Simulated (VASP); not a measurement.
# Hg (Im-3m) in VASP: further runs, part 2 of 2

VASP 6.6.1.

### Step 5. Single point, PBEsol (14.34 Å³/atom)

This run uses another cell than the first one, of 14.34 Å³/atom.

The input, INCAR:

```
  PREC = Accurate
  ENCUT = 520
  EDIFF = 1E-7
  ISMEAR = -1
  SIGMA = 0.08
  LREAL = False
  LASPH = True
  NELM = 100
  ALGO = Normal
  ISIF = 2
  LWAVE = False
  LCHARG = True
  GGA = PS
  LELF = True
  LVHAR = True
  NBANDS = 12
```

The input, KPOINTS:

```
Automatic mesh
0
Gamma
  15 15 15
```

The input, POSCAR:

```
Hg
1.0
   -1.5303164795      1.5303164795      1.5303164795
    1.5303164795     -1.5303164795      1.5303164795
    1.5303164795      1.5303164795     -1.5303164795
Hg
1
Direct
    0.0000000000      0.0000000000      0.0000000000
```

Potentials or basis: VASP PAW PBE potentials, release 64 (Hg).

On the command line:

```console
$ cat potpaw_PBE.64/Hg/POTCAR > POTCAR
$ mpirun -np 1 vasp_std > vasp.out
```

OUTCAR:

```text
PREC = Accurate
   ENCUT = 520
   EDIFF = 1E-7
   ISMEAR = -1
   LREAL = False
   LASPH = True
   NELM = 100
   ISIF = 2
   GGA = PS

 ion  position               nearest neighbor table
   1  0.000  0.000  0.000-

  LATTYP: Found a body centered cubic cell.
 ALAT       =     3.0606329590

  Lattice vectors:

 A1 = (  -1.5303164795,   1.5303164795,   1.5303164795)
 A2 = (   1.5303164795,  -1.5303164795,   1.5303164795)
 A3 = (   1.5303164795,   1.5303164795,  -1.5303164795)

Analysis of symmetry for initial positions (statically):
=====================================================================
 Subroutine PRICEL returns:
 Original cell was already a primitive cell.

 Routine SETGRP: Setting up the symmetry group for a
 body centered cubic supercell.

 Subroutine GETGRP returns: Found 48 space group operations
 (whereof 48 operations were pure point group operations)
 out of a pool of 48 trial point group operations.

The static configuration has the point symmetry O_h .

Analysis of symmetry for dynamics (positions and initial velocities):
=====================================================================
 Subroutine PRICEL returns:
 Original cell was already a primitive cell.

 Routine SETGRP: Setting up the symmetry group for a
 body centered cubic supercell.

 Subroutine GETGRP returns: Found 48 space group operations
 (whereof 48 operations were pure point group operations)
 out of a pool of 48 trial point group operations.

The dynamic configuration has the point symmetry O_h .

 Subroutine INISYM returns: Found 48 space group operations
 (whereof 48 operations are pure point group operations),
 and found     1 'primitive' translations

----------------------------------------------------------------------------------------

                                     Primitive cell

  volume of cell :      14.3352

  direct lattice vectors                    reciprocal lattice vectors
    -1.530316479  1.530316479  1.530316479     0.000000000  0.326729802  0.326729802
     1.530316479 -1.530316479  1.530316479     0.326729802  0.000000000  0.326729802
     1.530316479  1.530316479 -1.530316479     0.326729802  0.326729802  0.000000000

  length of vectors
     2.650585894  2.650585894  2.650585894     0.462065717  0.462065717  0.462065717

  position of ions in fractional coordinates (direct lattice)
     0.000000000  0.000000000  0.000000000

  ion indices of the primitive-cell ions
   primitive index   ion index
                 1           1

----------------------------------------------------------------------------------------

 KPOINTS: Automatic mesh

Automatic generation of k-mesh.
 Grid dimensions read from file:
 generate k-points for:   15   15   15

 Generating k-lattice:

  Cartesian coordinates                     Fractional coordinates (reciprocal lattice)
     0.000000000  0.021781987  0.021781987     0.066666667  0.000000000  0.000000000
     0.021781987  0.000000000  0.021781987     0.000000000  0.066666667  0.000000000
     0.021781987  0.021781987  0.000000000     0.000000000  0.000000000  0.066666667

  Length of vectors
     0.030804381  0.030804381  0.030804381

  Shift w.r.t. Gamma in fractional coordinates (k-lattice)
     0.000000000  0.000000000  0.000000000

 Subroutine IBZKPT returns following result:
 ===========================================

 Found    120 irreducible k-points:

 Following reciprocal coordinates:
            Coordinates               Weight
  0.000000  0.000000  0.000000      1.000000
  0.066667  0.000000  0.000000     12.000000
  0.133333  0.000000  0.000000     12.000000
  0.200000  0.000000  0.000000     12.000000
  0.266667  0.000000  0.000000     12.000000
  0.333333  0.000000  0.000000     12.000000
[... 16 lines left out ...]
  0.333333  0.200000  0.000000     48.000000
  0.400000  0.200000  0.000000     24.000000
 [... further k-points ...]
   k-points           NKPTS =    120   k-points in BZ     NKDIM =    120   number of bands    NBANDS=     12
   number of dos      NEDOS =    301   number of ions     NIONS =      1
   total plane-waves  NPLWV =   8000
   dimension x,y,z NGX =    20 NGY =   20 NGZ =   20
   dimension x,y,z NGXF=    40 NGYF=   40 NGZF=   40
   ions per type =               1
   NGX,Y,Z   is equivalent  to a cutoff of  12.54, 12.54, 12.54 a.u.
   NGXF,Y,Z  is equivalent  to a cutoff of  25.09, 25.09, 25.09 a.u.
 SYSTEM =  unknown system
   PREC   = accura    normal or accurate (medium, high low for compatibility)
   ISTART =      0    job   : 0-new  1-cont  2-samecut
   ICHARG =      2    charge: 1-file 2-atom 10-const
   ISPIN  =      1    spin polarized calculation?
   LNONCOLLINEAR =      F non collinear calculations
   LSORBIT =      F    spin-orbit coupling
   LASPH  =      T    aspherical Exc in radial PAW
   ENCUT  =  520.0 eV  38.22 Ry    6.18 a.u.   4.93  4.93  4.93*2*pi/ulx,y,z
   NELM   =    100;   NELMIN=  2; NELMDL= -5     # of ELM steps
   EDIFF  = 0.1E-06   stopping-criterion for ELM
   LREAL  =      F    real-space projection
   EDIFFG = 0.1E-05   stopping-criterion for IOM
   NSW    =      0    number of steps for IOM
   IBRION =     -1    ionic relax: 0-MD 1-quasi-New 2-CG
   NFREE  =      0    steps in history (QN), initial steepest desc. (CG)
   ISIF   =      2    stress and relaxation
   ISYM   =      2    0-nonsym 1-usesym 2-fastsym
   POTIM  = 0.5000    time-step for ionic-motion
   TEBEG  =    0.0;   TEEND  =   0.0 temperature during run
   PSTRESS=    0.0 pullay stress
   NELECT =      12.0000    total number of electrons
   NUPDOWN=      -1.0000    fix difference up-down
   EMIN   =  10.00;   EMAX   =-10.00  energy-range for DOS
   EFERMI =   0.00;   METHOD = LEGACY
   ISMEAR =    -1;   SIGMA  =   0.08  broadening in eV -4-tet -1-fermi 0-gaus
   EFERMI_NEDOS =   21; number of points for ismear=-14 and -15
   IALGO  =     38    algorithm
   IMIX   =      4    mixing-type and parameters
     AMIX     =   0.40;   BMIX     =  1.00
     AMIX_MAG =   1.60;   BMIX_MAG =  1.00
  volume/ion in A,a.u.               =      14.34        96.74
  Fermi-wavevector in a.u.,A,eV,Ry     =   1.542887  2.915633 32.388654  2.380499
  Thomas-Fermi vector in A             =   2.648628
   LORBIT       =      0    0 simple, 1 ext, 2 COOP (PROOUT), +10 PAW based schemes
   GGA     = PS    functional components
   LHFCALC =     F    Hartree Fock is set to
   AEXX    =    0.0000 exact exchange contribution
   IVDW    =     0    specifies the selected vdW correction
   LEPSILON=     F    determine dielectric tensor
   LRPA    =     F    only Hartree local field effects (RPA)
 non-spin polarized calculation
  energy-cutoff  :      520.00
  volume of cell :       14.34
 maximum number of plane-waves:       397
   NGX =  9   NGY =  9   NGZ =  9

 number of electron      12.0000000 magnetization

 Free energy of the ion-electron system (eV)
  ---------------------------------------------------
  ext. energy  EPLUGINS =         0.00000000
  ---------------------------------------------------
  free energy    TOTEN  =         1.23544179 eV

  energy without entropy =        1.24007314  energy(sigma->0) =        1.23775747

 E-fermi :   9.0205     XC(G=0): -13.9539

 val. band max:        8.9152960130   @ k =  -0.4667  -0.4667   0.1333
 cond. band min:       9.1267614952   @ k =  -0.4667  -0.4667   0.2000
 fundamental gap:      0.2114654823
 Fermi energy:         9.0205230737

 k-point     1 :       0.0000    0.0000    0.0000
  band No.  band energies     occupation
      1      -6.4007      2.00000
      2      -1.6638      2.00000
      3      -1.6638      2.00000
      4      -1.6638      2.00000
      5       0.5695      2.00000
      6       0.5695      2.00000
      7      24.2555      0.00000
      8      24.2555      0.00000
      9      24.2555      0.00000
     10      32.6193      0.00000
     11      32.6193      0.00000
     12      32.9120      0.00000
[... 331 lines left out ...]
 k-point    24 :       0.4000    0.2000    0.0000
  band No.  band energies     occupation
      1      -3.3973      2.00000
      2      -2.5086      2.00000
      3      -0.5543      2.00000
      4       0.4310      2.00000
      5       1.2275      2.00000
      6       7.4854      2.00000
      7       8.7007      1.96396
      8      15.3034      0.00000
      9      20.7510      0.00000
     10      28.6781      0.00000
     11      30.6753      0.00000
     12      34.6894      0.00000

 [... further k-points ...]

------------------------ aborting loop because EDIFF is reached ----------------------------------------

  FORCE on cell =-STRESS in cart. coord.  units (eV):
  Direction    XX          YY          ZZ          XY          YZ          ZX
  --------------------------------------------------------------------------------------
  -------------------------------------------------------------------------------------
  Total        9.8056840      9.8056840      9.8056840     -0.0000000     -0.0000000     -0.0000000
  in kB     1095.9348059   1095.9348059   1095.9348059     -0.0000000     -0.0000000     -0.0000000
  external PRESSURE =    1095.9348059 kB  Pullay stress =       0.0000000 kB

 VOLUME and BASIS-vectors are now :
 -----------------------------------------------------------------------------
  energy-cutoff  :      520.00
  volume of cell :       14.34
      direct lattice vectors                 reciprocal lattice vectors
    -1.530316479  1.530316479  1.530316479     0.000000000  0.326729802  0.326729802
     1.530316479 -1.530316479  1.530316479     0.326729802  0.000000000  0.326729802
     1.530316479  1.530316479 -1.530316479     0.326729802  0.326729802  0.000000000

 POSITION                                       TOTAL-FORCE (eV/Angst)
 -----------------------------------------------------------------------------------
      0.00000      0.00000      0.00000        -0.000000      0.000000      0.000000
 -----------------------------------------------------------------------------------
    total drift:                                0.000000     -0.000000      0.000000

  FREE ENERGIE OF THE ION-ELECTRON SYSTEM (eV)
  ---------------------------------------------------
  free  energy   TOTEN  =         1.2354417915 eV

  energy  without entropy=        1.2400731441  energy(sigma->0) =        1.23775747
```

stdout:

```text
POSCAR found type information on POSCAR Hg
 POSCAR found :  1 types and       1 ions
 scaLAPACK will be used
 -----------------------------------------------------------------------------
|                                                                             |
|                                                                             |
|     You enforced a specific xc type in the INCAR file but a different       |
|     I HOPE YOU KNOW WHAT YOU ARE DOING!                                     |
|                                                                             |
 -----------------------------------------------------------------------------

 LDA part: xc-table for (Slater+PW92), standard interpolation
 POSCAR, INCAR and KPOINTS ok, starting setup
 FFT: planning ... GRIDC
 FFT: planning ... GRID_SOFT
 FFT: planning ... GRID
 WAVECAR not read
 entering main loop
```

Wall time 24 s (1 thread of Intel Xeon 8259CL, shared host); peak memory 0.14 GiB.

Results:

```
Free energy            : 1.2354 eV
Pressure               : 109.6 GPa
Band gap on the k mesh : zero (bands 6 and 7 overlap by 2.68 eV)
```

Caveat: the cell stands under pressure; the PAW data sets were made with another functional, which shifts forces and pressure a little; spin-orbit coupling is left out, which moves the levels of the heavy elements.

### Step 6. Single point, PBEsol (16.25 Å³/atom)

This run uses another cell than the first one, of 16.25 Å³/atom.

The input, INCAR:

```
SYSTEM = Hg
  PREC = Accurate
  ENCUT = 520
  EDIFF = 1E-6
  ISMEAR = -1
  SIGMA = 0.08
  LREAL = .False.
  LASPH = .True.
  NELM = 100
  ALGO = Normal
  ISIF = 2
  LWAVE = .False.
  LCHARG = .True.
  GGA = PS
  LELF = .True.
  LVHAR = .True.
  NBANDS = 12
```

The input, KPOINTS:

```
Automatic mesh
0
Gamma
  15 15 15
  0 0 0
```

The input, POSCAR:

```
Hg
1.0
   -1.5955134729      1.5955134729      1.5955134729
    1.5955134729     -1.5955134729      1.5955134729
    1.5955134729      1.5955134729     -1.5955134729
Hg
1
Direct
    0.0000000000      0.0000000000      0.0000000000
```

Potentials or basis: VASP PAW PBE potentials, release 64 (Hg).

On the command line:

```console
$ cat potpaw_PBE.64/Hg/POTCAR > POTCAR
$ mpirun -np 1 vasp_std > vasp.out
```

Run time: 26 s. Hardware: 1 thread of Intel Xeon 8259CL, shared host; peak memory 0.15 GiB.

It converged, with:

```
Free energy            : 0.2857 eV
Pressure               : 55.5 GPa
Band gap on the k mesh : zero (bands 6 and 7 overlap by 3.12 eV)
```

Levels at points of the mesh, in eV from the Fermi level:
| k point | band 3 | band 4 | band 5 | band 6 | band 7 | band 8 | band 9 | band 10 |
| --- | --- | --- | --- | --- | --- | --- | --- | --- |
| (0.00, 0.00, 0.00) | -9.37 | -9.37 | -7.57 | -7.57 | 15.55 | 15.55 | 15.55 | 21.88 |

Caveat: the cell stands under pressure; the PAW data sets were made with another functional, which shifts forces and pressure a little; spin-orbit coupling is left out, which moves the levels of the heavy elements.

### Step 7. The runs side by side

| cell | gap on the mesh (eV) | pressure (GPa) |
| --- | --- | --- |
| a = 2.527 Å, angles 109.5°, 1 atom | none | 218.4 |
| a = 2.651 Å, angles 109.5°, 1 atom | none | 109.6 |
| a = 2.764 Å, angles 109.5°, 1 atom | none | 55.5 |

Alike in all rows: task single point; level PBEsol; potentials or basis VASP PAW PBE potentials, release 64 (Hg); no spin polarisation; k mesh 15 × 15 × 15; cutoff (eV) 520; smearing fermi-dirac 0.08 eV.

Caveats: the cell stands under pressure; the PAW data sets were made with another functional, which shifts forces and pressure a little; spin-orbit coupling is left out, which moves the levels of the heavy elements.

Total energies depend on the potentials used, so only differences within one code and one set of settings carry meaning.
